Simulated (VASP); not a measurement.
# AlRu (R-3m) in VASP: further runs

AlRu is run at these levels: PBEsol; tasks: electric field gradients.

Program: VASP 6.6.1. These are calculated values, not measurements. Logs are shortened: lines on timing, memory, paths and dates and some standing lists are left out, and cuts for length are marked.

### 1 The cell of the first run

It takes space group R-3m (No. 166, trigonal). Conventional cell: a = 4.252 Å, b = 4.252 Å, c = 5.130 Å, α = 90.00°, β = 90.00°, γ = 120.00°. Within 3.4 Å of Al (site symmetry -3m) lie 8 Ru at 2.56 to 2.60 Å and 6 Al at 2.99 Å. Within 3.4 Å of Ru (site symmetry -3m) lie 8 Al at 2.56 to 2.60 Å and 6 Ru at 2.99 Å.

### 2 Electric field gradients, PBEsol (equal xy, yz and zx shear strains of -1 %)

Contents of INCAR:

```
PREC = Accurate ; ENCUT = 520
EDIFF = 1E-8 ; ISMEAR = -1
SIGMA = 0.05 ; LREAL = False
LASPH = True ; NELM = 60
ALGO = Normal ; ISIF = 2
LWAVE = False ; LCHARG = False
GGA = PS ; LEFG = True
NBANDS = 16
```

Contents of KPOINTS:

```
Automatic mesh
0
Gamma
  12 12 12
```

Contents of POSCAR:

```
AlRu
1.0
    2.9916000000     -0.0149580000     -0.0149580000
   -0.0149580000      2.9916000000     -0.0149580000
   -0.0149580000     -0.0149580000      2.9916000000
Al Ru
1 1
Direct
    0.0000000000      0.0000000000      0.0000000000
    0.5000000000      0.5000000000      0.5000000000
```

Potentials or basis: VASP PAW PBE potentials, release 64 (Al, Ru_pv).

Command:

```bash
cat potpaw_PBE.64/Al/POTCAR potpaw_PBE.64/Ru_pv/POTCAR > POTCAR
mpirun -np 1 vasp_std > vasp.out
```

OUTCAR:

```text
PREC = Accurate
   ENCUT = 520
   EDIFF = 1E-8
   ISMEAR = -1
   LREAL = False
   LASPH = True
   NELM = 60
   ISIF = 2
   GGA = PS

 ion  position               nearest neighbor table
   1  0.000  0.000  0.000-   2 2.56   2 2.56   2 2.60   2 2.60   2 2.60   2 2.60   2 2.60   2 2.60

   2  0.500  0.500  0.500-   1 2.56   1 2.56   1 2.60   1 2.60   1 2.60   1 2.60   1 2.60   1 2.60

  LATTYP: Found a trigonal (rhomboedric) cell.
 ALAT       =     2.9916747891
 COS(alpha) =    -0.0099745013

  Lattice vectors:

 A1 = (   2.9916000000,  -0.0149580000,  -0.0149580000)
 A2 = (  -0.0149580000,   2.9916000000,  -0.0149580000)
 A3 = (  -0.0149580000,  -0.0149580000,   2.9916000000)

Analysis of symmetry for initial positions (statically):
=====================================================================
 Subroutine PRICEL returns:
 Original cell was already a primitive cell.

 Routine SETGRP: Setting up the symmetry group for a
 trigonal (rhombohedral) supercell.

 Subroutine GETGRP returns: Found 12 space group operations
 (whereof 12 operations were pure point group operations)
 out of a pool of 12 trial point group operations.

The static configuration has the point symmetry D_3d.

Analysis of symmetry for dynamics (positions and initial velocities):
=====================================================================
 Subroutine PRICEL returns:
 Original cell was already a primitive cell.

 Routine SETGRP: Setting up the symmetry group for a
 trigonal (rhombohedral) supercell.

 Subroutine GETGRP returns: Found 12 space group operations
 (whereof 12 operations were pure point group operations)
 out of a pool of 12 trial point group operations.

The dynamic configuration has the point symmetry D_3d.

 Subroutine INISYM returns: Found 12 space group operations
 (whereof 12 operations are pure point group operations),
 and found     1 'primitive' translations

----------------------------------------------------------------------------------------

                                     Primitive cell

  volume of cell :      26.7718

  direct lattice vectors                    reciprocal lattice vectors
     2.991600000 -0.014958000 -0.014958000     0.334286086  0.001679830  0.001679830
    -0.014958000  2.991600000 -0.014958000     0.001679830  0.334286086  0.001679830
    -0.014958000 -0.014958000  2.991600000     0.001679830  0.001679830  0.334286086

  length of vectors
     2.991674789  2.991674789  2.991674789     0.334294527  0.334294527  0.334294527

  position of ions in fractional coordinates (direct lattice)
     0.000000000  0.000000000  0.000000000
     0.500000000  0.500000000  0.500000000

  ion indices of the primitive-cell ions
   primitive index   ion index
                 1           1
                 2           2

----------------------------------------------------------------------------------------

 KPOINTS: Automatic mesh

Automatic generation of k-mesh.
 Grid dimensions read from file:
 generate k-points for:   12   12   12

 Generating k-lattice:

  Cartesian coordinates                     Fractional coordinates (reciprocal lattice)
     0.027857174  0.000139986  0.000139986     0.083333333 -0.000000000  0.000000000
     0.000139986  0.027857174  0.000139986    -0.000000000  0.083333333  0.000000000
     0.000139986  0.000139986  0.027857174     0.000000000  0.000000000  0.083333333

  Length of vectors
     0.027857877  0.027857877  0.027857877

  Shift w.r.t. Gamma in fractional coordinates (k-lattice)
     0.000000000  0.000000000  0.000000000

 Subroutine IBZKPT returns following result:
 ===========================================

 Found    189 irreducible k-points:

 Following reciprocal coordinates:
            Coordinates               Weight
  0.000000  0.000000  0.000000      1.000000
  0.083333  0.000000  0.000000      6.000000
  0.166667  0.000000  0.000000      6.000000
  0.250000  0.000000  0.000000      6.000000
  0.333333 -0.000000  0.000000      6.000000
  0.416667  0.000000  0.000000      6.000000
[... 16 lines left out ...]
  0.500000  0.166667  0.000000     12.000000
 -0.416667  0.166667  0.000000     12.000000
 [... further k-points ...]
   k-points           NKPTS =    189   k-points in BZ     NKDIM =    189   number of bands    NBANDS=     16
   number of dos      NEDOS =    301   number of ions     NIONS =      2
   total plane-waves  NPLWV =  13824
   dimension x,y,z NGX =    24 NGY =   24 NGZ =   24
   dimension x,y,z NGXF=    48 NGYF=   48 NGZF=   48
   ions per type =               1   1
   NGX,Y,Z   is equivalent  to a cutoff of  13.34, 13.34, 13.34 a.u.
   NGXF,Y,Z  is equivalent  to a cutoff of  26.67, 26.67, 26.67 a.u.
 SYSTEM =  unknown system
   PREC   = accura    normal or accurate (medium, high low for compatibility)
   ISTART =      0    job   : 0-new  1-cont  2-samecut
   ICHARG =      2    charge: 1-file 2-atom 10-const
   ISPIN  =      1    spin polarized calculation?
   LNONCOLLINEAR =      F non collinear calculations
   LSORBIT =      F    spin-orbit coupling
   LASPH  =      T    aspherical Exc in radial PAW
   ENCUT  =  520.0 eV  38.22 Ry    6.18 a.u.   5.56  5.56  5.56*2*pi/ulx,y,z
   NELM   =     60;   NELMIN=  2; NELMDL= -5     # of ELM steps
   EDIFF  = 0.1E-07   stopping-criterion for ELM
   LREAL  =      F    real-space projection
   EDIFFG = 0.1E-06   stopping-criterion for IOM
   NSW    =      0    number of steps for IOM
   IBRION =     -1    ionic relax: 0-MD 1-quasi-New 2-CG
   NFREE  =      0    steps in history (QN), initial steepest desc. (CG)
   ISIF   =      2    stress and relaxation
   ISYM   =      2    0-nonsym 1-usesym 2-fastsym
   POTIM  = 0.5000    time-step for ionic-motion
   TEBEG  =    0.0;   TEEND  =   0.0 temperature during run
   PSTRESS=    0.0 pullay stress
   NELECT =      17.0000    total number of electrons
   NUPDOWN=      -1.0000    fix difference up-down
   EMIN   =  10.00;   EMAX   =-10.00  energy-range for DOS
   EFERMI =   0.00;   METHOD = LEGACY
   ISMEAR =    -1;   SIGMA  =   0.05  broadening in eV -4-tet -1-fermi 0-gaus
   EFERMI_NEDOS =   21; number of points for ismear=-14 and -15
   IALGO  =     38    algorithm
   IMIX   =      4    mixing-type and parameters
     AMIX     =   0.40;   BMIX     =  1.00
     AMIX_MAG =   1.60;   BMIX_MAG =  1.00
  volume/ion in A,a.u.               =      13.39        90.33
  Fermi-wavevector in a.u.,A,eV,Ry     =   1.407122  2.659076 26.939442  1.979993
  Thomas-Fermi vector in A             =   2.529413
   LORBIT       =      0    0 simple, 1 ext, 2 COOP (PROOUT), +10 PAW based schemes
   GGA     = PS    functional components
   LHFCALC =     F    Hartree Fock is set to
   AEXX    =    0.0000 exact exchange contribution
   IVDW    =     0    specifies the selected vdW correction
   LEPSILON=     F    determine dielectric tensor
   LRPA    =     F    only Hartree local field effects (RPA)
 non-spin polarized calculation
  energy-cutoff  :      520.00
  volume of cell :       26.77
 maximum number of plane-waves:       739
 NGX is ok and might be reduce to    24
   NGX = 11   NGY = 11   NGZ = 11

 number of electron      16.9999995 magnetization

 Free energy of the ion-electron system (eV)
  ---------------------------------------------------
  ext. energy  EPLUGINS =         0.00000000
  ---------------------------------------------------
  free energy    TOTEN  =       -15.52512089 eV

  energy without entropy =      -15.51324185  energy(sigma->0) =      -15.51918137

 E-fermi :  10.5907     XC(G=0): -12.6877

 val. band max:       10.5872740108   @ k =   0.0833   0.0000   0.0000
 cond. band min:      10.5988344496   @ k =  -0.0833   0.2500   0.0833
 fundamental gap:      0.0115604388
 Fermi energy:        10.5907024584

 k-point     1 :       0.0000    0.0000    0.0000
  band No.  band energies     occupation
      1     -31.1193      2.00000
      2     -31.1165      2.00000
      3     -31.1165      2.00000
      4       0.9138      2.00000
      5       7.0074      2.00000
      6       7.0074      2.00000
[... 8 lines left out ...]
     15      22.5880      0.00000
     16      25.6780      0.00000
[... 419 lines left out ...]
 k-point    24 :      -0.4167    0.1667    0.0000
  band No.  band energies     occupation
      1     -31.3075      2.00000
      2     -31.1518      2.00000
      3     -31.0962      2.00000
      4       4.1720      2.00000
      5       6.0882      2.00000
      6       8.0175      2.00000
[... 8 lines left out ...]
     15      22.5941      0.00000
     16      24.0593      0.00000

 [... further k-points ...]

------------------------ aborting loop because EDIFF is reached ----------------------------------------

  FORCE on cell =-STRESS in cart. coord.  units (eV):
  Direction    XX          YY          ZZ          XY          YZ          ZX
  --------------------------------------------------------------------------------------
  -------------------------------------------------------------------------------------
  Total       -0.5444487     -0.5444487     -0.5444487      0.2245489      0.2245489      0.2245489
  in kB      -32.5828966    -32.5828966    -32.5828966     13.4382765     13.4382765     13.4382765
  external PRESSURE =     -32.5828966 kB  Pullay stress =       0.0000000 kB

 VOLUME and BASIS-vectors are now :
 -----------------------------------------------------------------------------
  energy-cutoff  :      520.00
  volume of cell :       26.77
      direct lattice vectors                 reciprocal lattice vectors
     2.991600000 -0.014958000 -0.014958000     0.334286086  0.001679830  0.001679830
    -0.014958000  2.991600000 -0.014958000     0.001679830  0.334286086  0.001679830
    -0.014958000 -0.014958000  2.991600000     0.001679830  0.001679830  0.334286086

 POSITION                                       TOTAL-FORCE (eV/Angst)
 -----------------------------------------------------------------------------------
      0.00000      0.00000      0.00000         0.000000     -0.000000     -0.000000
      1.48084      1.48084      1.48084        -0.000000      0.000000      0.000000
 -----------------------------------------------------------------------------------
    total drift:                                0.000000     -0.000000     -0.000000

  FREE ENERGIE OF THE ION-ELECTRON SYSTEM (eV)
  ---------------------------------------------------
  free  energy   TOTEN  =       -15.5251208943 eV

  energy  without entropy=      -15.5132418486  energy(sigma->0) =      -15.51918137

 Electric field gradients (V/A^2)
---------------------------------------------------------------------
 ion       V_xx      V_yy      V_zz      V_xy      V_xz      V_yz
---------------------------------------------------------------------
   1      -0.000    -0.000     0.000    -1.423    -1.423    -1.423
   2       0.000    -0.000    -0.000    -1.599    -1.599    -1.599
---------------------------------------------------------------------

 Electric field gradients after diagonalization (V/A^2)
 (convention: |V_zz| > |V_xx| > |V_yy|)
----------------------------------------------------------------------
 ion       V_xx      V_yy      V_zz     asymmetry (V_yy - V_xx)/ V_zz
----------------------------------------------------------------------
   1       1.423     1.423    -2.847       0.000
   2       1.599     1.599    -3.198       0.000
----------------------------------------------------------------------

           NMR quadrupolar parameters

 Cq : quadrupolar parameter    Cq=e*Q*V_zz/h
 eta: asymmetry parameters     (V_yy - V_xx)/ V_zz
 Q  : nuclear electric quadrupole moment in mb (millibarn)
----------------------------------------------------------------------
 ion       Cq(MHz)       eta       Q (mb)
----------------------------------------------------------------------
   1      -0.007       0.000       1.000
   2      -0.008       0.000       1.000
----------------------------------------------------------------------
```

Wall time 74 s (1 thread of Intel Xeon 8259CL, shared host); peak memory 0.2 GiB.

Results:

- Free energy: -15.5251 eV
- Pressure: -3.3 GPa
- Band gap on the k mesh: zero (an odd number of electrons rules out a gap without spin polarisation)
- Largest electric field gradient by atom: Al -2.8; Ru -3.2 V/Å²

Stress tensor (GPa, compression positive):
```
-3.26  1.34  1.34
 1.34 -3.26  1.34
 1.34  1.34 -3.26
```

Electric field gradients, principal values (V/Å²):
```tsv
atom	least	middle	greatest (by size)
1 Al	1.423	1.423	-2.847
2 Ru	1.599	1.599	-3.198
```

Caveat: the cell differs from its parent crystal (equal xy, yz and zx shear strains of -1 %); the cell stands under tension; without QUAD_EFG the Cq values of the log hold for a quadrupole moment of 1 mb, not for the nuclei; the PAW data sets were made with another functional, which shifts forces and pressure a little.

(Continued in part 2 of 2.)
